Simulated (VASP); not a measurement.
Write the native input for VASP 6.6.1 that does the following.

```yaml
Task: relaxation of cell and atoms
Functional: PBEsol
Potentials_or_basis: VASP PAW PBE potentials, release 64 (Ta_pv, Cu)
Cutoff: 600 eV
k_mesh: 9 × 9 × 9
Occupations: fermi-dirac, width 0.05 eV
Spin: no spin polarisation
Target_pressure: 5 GPa
Dipole_correction: no
Further_INCAR_settings: ALGO = Normal; EDIFF = 1e-07; IBRION = 2; EDIFFG = -0.02; NSW = 80; ISIF = 3
```

The structure of Ta3Cu lies in POSCAR:

```
Ta3Cu
1.0
   -2.0065070000      2.0065070000      4.2081700000
    2.0065070000     -2.0065070000      4.2081700000
    2.0065070000      2.0065070000     -4.2081700000
Ta Cu
3 1
Direct
    0.5000000000      0.5000000000      0.0000000000
    0.2500000000      0.7500000000      0.5000000000
    0.7500000000      0.2500000000      0.5000000000
    0.0000000000      0.0000000000      0.0000000000
```

The input as run:

INCAR

```
  PREC = Accurate
  ENCUT = 600
  EDIFF = 1E-7
  ISMEAR = -1
  SIGMA = 0.05
  LREAL = F
  LASPH = T
  NELM = 80
  ALGO = Normal
  ISIF = 3
  LWAVE = F
  LCHARG = F
  GGA = PS
  IBRION = 2
  NSW = 80
  EDIFFG = -0.02
  PSTRESS = 50.0
```

KPOINTS

```
regular mesh
0
Gamma
  9 9 9
```

Potentials or basis: VASP PAW PBE potentials, release 64 (Ta_pv, Cu).

The run is started by

```sh
$ cat potpaw_PBE.64/Ta_pv/POTCAR potpaw_PBE.64/Cu/POTCAR > POTCAR
$ mpirun -np 1 vasp_std > vasp.out
```

It gave:

```json
{
  "Relaxed volume": "16.00 Å³/atom",
  "Relaxed cell": "a = 4.960 Å, b = 4.960 Å, c = 4.960 Å, α = 133.05°, β = 133.05°, γ = 68.58°",
  "Space group after relaxing (to 0.1 Å)": "I4/mmm (No. 139)",
  "Energy change on relaxing (the run minimises the enthalpy)": "-4.5 meV/atom",
  "Ionic steps": "9",
  "Pressure after relaxing": "5.0 GPa",
  "Band gap on the k mesh": "zero (bands 22 and 23 overlap by 1.50 eV)"
}
```

Caveat: the cell is relaxed towards a set pressure, so the run minimises the enthalpy, not the energy; the PAW data sets were made with another functional, which shifts forces and pressure a little; spin-orbit coupling is left out, which moves the levels of the heavy elements.

Run time: 17 min on 1 thread of Intel(R) Xeon(R) 6975P-C (Granite Rapids) (shared host), peak memory 0.39 GiB.
